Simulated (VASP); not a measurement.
# HC12 (a cell with a defect) in VASP: further runs, part 2 of 2

VASP 6.6.1.

### Step 3. Single point, LDA

Input file INCAR:

```
  PREC = Accurate
  ENCUT = 520
  EDIFF = 1E-6
  ISMEAR = 0
  SIGMA = 0.05
  LREAL = False
  LASPH = True
  NELM = 100
  ALGO = Normal
  ISIF = 2
  LWAVE = False
  LCHARG = True
  GGA = CA
  LELF = True
  LVHAR = True
  NELECT = 48.0
  NBANDS = 36
```

Input file KPOINTS:

```
Automatic mesh
0
Gamma
  6 6 6
```

Input file POSCAR:

```
HC12
1.0
    1.7657489870     -3.5314979740     -1.7657489870
    3.5314979740     -1.7657489870      1.7657489870
   -1.7657489870     -3.5314979740      1.7657489870
C H
12 1
Direct
    0.2500000000      1.0000000000      0.2500000000
    0.0833333333      0.3333333333      0.7500000000
    0.9166666667      0.6666666667      0.2500000000
    0.7500000000      1.0000000000      0.7500000000
    0.5833333333      0.3333333333      0.2500000000
    0.4166666667      0.6666666667      0.7500000000
    0.9583333333      0.3333333333      0.1250000000
    0.7916666667      0.6666666667      0.6250000000
    0.6250000000      1.0000000000      0.1250000000
    0.4583333333      0.3333333333      0.6250000000
    0.2916666667      0.6666666667      0.1250000000
    0.1250000000      1.0000000000      0.6250000000
    1.2222222222      0.3888888889      0.3333333333
```

Potentials or basis: VASP PAW LDA potentials, release 64 (C, H).

Command:

```
> cat potpaw_LDA.64/C/POTCAR potpaw_LDA.64/H/POTCAR > POTCAR
> mpirun -np 1 vasp_std > vasp.out
```

OUTCAR:

```text
PREC = Accurate
   ENCUT = 520
   EDIFF = 1E-6
   ISMEAR = 0
   LREAL = False
   LASPH = True
   NELM = 100
   ISIF = 2
   GGA = CA
   NELECT = 48.0

 ion  position               nearest neighbor table
   1  0.250  0.000  0.250-  11 1.53   9 1.53   7 1.53  12 1.53
   2  0.083  0.333  0.750-  12 1.53   8 1.53  10 1.53   7 1.53
   3  0.917  0.667  0.250-  13 1.38   9 1.53  11 1.53   8 1.53   7 1.53
   4  0.750  0.000  0.750-   8 1.53   9 1.53  10 1.53  12 1.53
   5  0.583  0.333  0.250-  13 1.38   9 1.53  10 1.53  11 1.53   7 1.53
   6  0.417  0.667  0.750-   8 1.53  11 1.53  12 1.53  10 1.53
   7  0.958  0.333  0.125-   1 1.53   2 1.53   5 1.53   3 1.53
   8  0.792  0.667  0.625-   4 1.53   3 1.53   2 1.53   6 1.53
   9  0.625  0.000  0.125-   5 1.53   3 1.53   4 1.53   1 1.53
  10  0.458  0.333  0.625-   2 1.53   4 1.53   5 1.53   6 1.53
  11  0.292  0.667  0.125-  13 1.47   1 1.53   5 1.53   6 1.53   3 1.53
  12  0.125  0.000  0.625-   2 1.53   1 1.53   4 1.53   6 1.53
  13  0.222  0.389  0.333-   3 1.38   5 1.38  11 1.47

  LATTYP: Found a base centered monoclinic cell.
 ALAT       =     4.3251840320
[... 216 lines left out ...]
      2      -5.7641      2.00000
      3      -4.4121      2.00000
      4      -3.9887      2.00000
      5      -3.7882      2.00000
      6      -3.4395      2.00000
[... 925 lines left out ...]
     35      19.8781      0.00000
     36      20.3797      0.00000

 [... further k-points ...]
[... 5 lines left out ...]
  --------------------------------------------------------------------------------------
  -------------------------------------------------------------------------------------
  Total       -8.9127290     -7.8783234     -7.9127212     -0.0417720      0.4666610      0.0466720
  in kB     -216.1489547   -191.0628475   -191.8970521     -1.0130437     11.3173281      1.1318769
  external PRESSURE =    -199.7029514 kB  Pullay stress =       0.0000000 kB

 VOLUME and BASIS-vectors are now :
 -----------------------------------------------------------------------------
  energy-cutoff  :      520.00
  volume of cell :       66.06
      direct lattice vectors                 reciprocal lattice vectors
     1.765748987 -3.531497974 -1.765748987     0.047194326 -0.141582978 -0.235971630
     3.531497974 -1.765748987  1.765748987     0.188777304  0.000000000  0.188777304
    -1.765748987 -3.531497974  1.765748987    -0.141582978 -0.141582978  0.141582978

 POSITION                                       TOTAL-FORCE (eV/Angst)
 -----------------------------------------------------------------------------------
      0.00000     -1.76575      0.00000        -1.063587      0.116988     -0.154948
     -0.00000     -3.53150      1.76575        -0.514986     -0.277736      0.278750
      3.53150     -5.29725     -0.00000        -0.148510      1.000346      1.248791
      0.00000     -5.29725      0.00000         0.218401      0.104221     -0.194146
      1.76575     -3.53150      0.00000        -0.140619     -1.240806     -0.976814
      1.76575     -5.29725      1.76575         0.011848      0.383162     -0.308720
      2.64862     -4.41437     -0.88287         0.150471      0.895928     -0.394279
      2.64862     -6.18012      0.88287        -0.475807     -0.337544      1.064318
      0.88287     -2.64862     -0.88287         0.168726      0.512930     -0.953140
      0.88287     -4.41437      0.88287        -0.406528     -0.997901      0.228660
      2.64862     -2.64862      0.88287         1.814311      0.190402     -0.229511
     -0.88287     -2.64862      0.88287        -0.551146     -0.191452      0.243088
      1.17717     -2.64862      0.88287         0.937428     -0.158539      0.147951
 -----------------------------------------------------------------------------------
    total drift:                               -0.000306     -0.000103      0.000096

  FREE ENERGIE OF THE ION-ELECTRON SYSTEM (eV)
  ---------------------------------------------------
  free  energy   TOTEN  =      -131.5139990676 eV

  energy  without entropy=     -131.5139990676  energy(sigma->0) =     -131.51399907
```

OSZICAR:

```text
N       E                     dE             d eps       ncg     rms          rms(c)
DAV:   1     0.993037319885E+02    0.99304E+02   -0.25509E+04  8064   0.131E+03
DAV:   2    -0.127299980285E+03   -0.22660E+03   -0.21354E+03 10428   0.256E+02
DAV:   3    -0.135919868771E+03   -0.86199E+01   -0.85545E+01 10656   0.459E+01
DAV:   4    -0.136014261089E+03   -0.94392E-01   -0.94171E-01 10568   0.535E+00
DAV:   5    -0.136016165979E+03   -0.19049E-02   -0.19033E-02 10356   0.700E-01    0.143E+01
DAV:   6    -0.132725485199E+03    0.32907E+01   -0.22304E+00  9116   0.734E+00    0.824E+00
DAV:   7    -0.131519039593E+03    0.12064E+01   -0.28534E+00  9796   0.815E+00    0.191E+00
DAV:   8    -0.131514426528E+03    0.46131E-02   -0.11261E-01  9960   0.186E+00    0.444E-01
DAV:   9    -0.131514156259E+03    0.27027E-03   -0.72388E-03 10316   0.485E-01    0.968E-02
DAV:  10    -0.131513997952E+03    0.15831E-03   -0.85152E-04  9944   0.149E-01    0.262E-02
DAV:  11    -0.131514000550E+03   -0.25972E-05   -0.33688E-05 10464   0.331E-02    0.161E-02
DAV:  12    -0.131513998892E+03    0.16576E-05   -0.56734E-06  9676   0.129E-02    0.534E-03
DAV:  13    -0.131513999068E+03   -0.17554E-06   -0.67726E-07  6372   0.516E-03
   1 F= -.13151400E+03 E0= -.13151400E+03  d E =-.114443E-14
```

stdout:

```text
POSCAR found type information on POSCAR C H
 POSCAR found :  2 types and      13 ions
 scaLAPACK will be used
 LDA part: xc-table for (Slater(with rela. corr.)+CA(PZ))
 , standard interpolation
 POSCAR, INCAR and KPOINTS ok, starting setup
 FFT: planning ... GRIDC
 FFT: planning ... GRID_SOFT
 FFT: planning ... GRID
 WAVECAR not read
 entering main loop
 the old and the new charge density differ
 old charge density:    49.00000 new   48.00000
    0.143E+01
```

Wall time 86 s (1 thread of Intel Xeon 6975P-C (Granite Rapids), shared host); peak memory 0.27 GiB.

Results:

| Item | Value |
| --- | --- |
| Free energy | -131.5140 eV |
| Largest force | 1.839 eV/Å |

Forces on the atoms (eV/Å):
```
C   -1.064  0.117 -0.155
C   -0.515 -0.278  0.279
C   -0.149  1.000  1.249
C    0.218  0.104 -0.194
C   -0.141 -1.241 -0.977
C    0.012  0.383 -0.309
C    0.150  0.896 -0.394
C   -0.476 -0.338  1.064
C    0.169  0.513 -0.953
C   -0.407 -0.998  0.229
C    1.814  0.190 -0.230
C   -0.551 -0.191  0.243
H    0.937 -0.159  0.148
```

Caveat: the cell carries a net charge on a neutralising background, which shifts energy and pressure; the cell is charged against a uniform background, so pressure and absolute levels hang on convention.

### Step 4. Single point, LDA

Input file INCAR:

```
PREC     = Accurate       # precision mode
ENCUT    = 520            # plane-wave cutoff, eV
EDIFF    = 1E-7           # SCF threshold, eV
ISMEAR   = 0              # smearing method
SIGMA    = 0.05           # smearing width, eV
LREAL    = False          # projectors in reciprocal space
LASPH    = True           # aspherical terms in the spheres
NELM     = 60             # most SCF steps
ALGO     = Normal         # electronic algorithm
ISIF     = 2              # what is computed and relaxed
LWAVE    = False          # write WAVECAR
LCHARG   = True           # write CHGCAR
LELF     = True           # ELF
LVHAR    = True         
NBANDS   = 36             # bands
NELECT   = 48.0
```

KPOINTS is that of step 3.

Edit POSCAR of step 3 so:

```diff
@@ -20,2 +20,2 @@
     0.1250000000      1.0000000000      0.6250000000
-    1.2222222222      0.3888888889      0.3333333333
+    1.3611111111      0.4444444444      0.4166666667
```

Potentials or basis: VASP PAW LDA potentials, release 64 (C, H).

Command:

```
> cat potpaw_LDA.64/C/POTCAR potpaw_LDA.64/H/POTCAR > POTCAR
> mpirun -np 1 vasp_std > vasp.out
```

OUTCAR:

```text
PREC = Accurate
   ENCUT = 520
   EDIFF = 1E-7
   ISMEAR = 0
   LREAL = False
   LASPH = True
   NELM = 60
   ISIF = 2
   NELECT = 48.0

 ion  position               nearest neighbor table
   1  0.250  0.000  0.250-  11 1.53   9 1.53   7 1.53  12 1.53
   2  0.083  0.333  0.750-  12 1.53   8 1.53  10 1.53   7 1.53
   3  0.917  0.667  0.250-   8 1.53   9 1.53  11 1.53   7 1.53
   4  0.750  0.000  0.750-   8 1.53   9 1.53  10 1.53  12 1.53
   5  0.583  0.333  0.250-  13 0.93   9 1.53  10 1.53  11 1.53   7 1.53
[... 1172 lines left out ...]
 VOLUME and BASIS-vectors are now :
 -----------------------------------------------------------------------------
  energy-cutoff  :      520.00
  volume of cell :       66.06
      direct lattice vectors                 reciprocal lattice vectors
     1.765748987 -3.531497974 -1.765748987     0.047194326 -0.141582978 -0.235971630
     3.531497974 -1.765748987  1.765748987     0.188777304  0.000000000  0.188777304
    -1.765748987 -3.531497974  1.765748987    -0.141582978 -0.141582978  0.141582978

 POSITION                                       TOTAL-FORCE (eV/Angst)
 -----------------------------------------------------------------------------------
      0.00000     -1.76575      0.00000        -0.087684     -0.071547      0.008144
     -0.00000     -3.53150      1.76575        -1.062361      0.555992      0.775379
      3.53150     -5.29725     -0.00000         0.019195      0.238104      0.155863
      0.00000     -5.29725      0.00000         0.164163      0.058652     -0.557770
      1.76575     -3.53150      0.00000         4.512771      1.340820    -13.153357
      1.76575     -5.29725      1.76575         0.197948     -0.348659     -0.159018
      2.64862     -4.41437     -0.88287         0.279222     -0.712346      0.168242
      2.64862     -6.18012      0.88287        -0.061958      0.092306      0.278394
      0.88287     -2.64862     -0.88287        -0.140487      0.345062      0.187517
      0.88287     -4.41437      0.88287        -4.617082     -6.556739      1.707139
      2.64862     -2.64862      0.88287         1.757588      1.702919      0.504247
     -0.88287     -2.64862      0.88287         0.008030     -0.043597      0.134422
      1.47146     -3.53150      0.88287        -0.969345      3.399033      9.950799
 -----------------------------------------------------------------------------------
    total drift:                               -0.000020      0.000028      0.000179

  FREE ENERGIE OF THE ION-ELECTRON SYSTEM (eV)
  ---------------------------------------------------
  free  energy   TOTEN  =      -130.3273766589 eV

  energy  without entropy=     -130.3273766589  energy(sigma->0) =     -130.32737666
```

OSZICAR:

```text
N       E                     dE             d eps       ncg     rms          rms(c)
DAV:   1     0.103918504636E+03    0.10392E+03   -0.25592E+04  8064   0.131E+03
DAV:   2    -0.126140439061E+03   -0.23006E+03   -0.21731E+03 10476   0.259E+02
DAV:   3    -0.134933633615E+03   -0.87932E+01   -0.87318E+01 10716   0.465E+01
DAV:   4    -0.135027600803E+03   -0.93967E-01   -0.93751E-01 10528   0.539E+00
DAV:   5    -0.135029487672E+03   -0.18869E-02   -0.18853E-02 10360   0.704E-01    0.148E+01
DAV:   6    -0.131656902962E+03    0.33726E+01   -0.22616E+00  9412   0.713E+00    0.865E+00
DAV:   7    -0.130329799113E+03    0.13271E+01   -0.30336E+00  9652   0.826E+00    0.182E+00
DAV:   8    -0.130327636954E+03    0.21622E-02   -0.85276E-02 10192   0.148E+00    0.504E-01
DAV:   9    -0.130327430957E+03    0.20600E-03   -0.22369E-03 10024   0.282E-01    0.741E-02
DAV:  10    -0.130327377917E+03    0.53040E-04   -0.40102E-04  9984   0.102E-01    0.238E-02
DAV:  11    -0.130327376297E+03    0.16195E-05   -0.20601E-05 10208   0.270E-02    0.146E-02
DAV:  12    -0.130327376646E+03   -0.34893E-06   -0.47776E-06 10260   0.114E-02    0.290E-03
DAV:  13    -0.130327376659E+03   -0.12748E-07   -0.29297E-07  8644   0.309E-03
   1 F= -.13032738E+03 E0= -.13032738E+03  d E =-.281547E-21
```

It took 85 s on 1 thread of Intel Xeon 6975P-C (Granite Rapids), shared host; peak memory 0.27 GiB.

Results:

```yaml
Free_energy: -130.3274 eV
Largest_force: 13.970 eV/Å
```

Forces in eV/Å, atoms in the order of the input:
```
C    -0.088  -0.072   0.008
C    -1.062   0.556   0.775
C     0.019   0.238   0.156
C     0.164   0.059  -0.558
C     4.513   1.341 -13.153
C     0.198  -0.349  -0.159
C     0.279  -0.712   0.168
C    -0.062   0.092   0.278
C    -0.140   0.345   0.188
C    -4.617  -6.557   1.707
C     1.758   1.703   0.504
C     0.008  -0.044   0.134
H    -0.969   3.399   9.951
```

Caveat: the cell carries a net charge on a neutralising background, which shifts energy and pressure; the cell is charged against a uniform background, so pressure and absolute levels hang on convention.
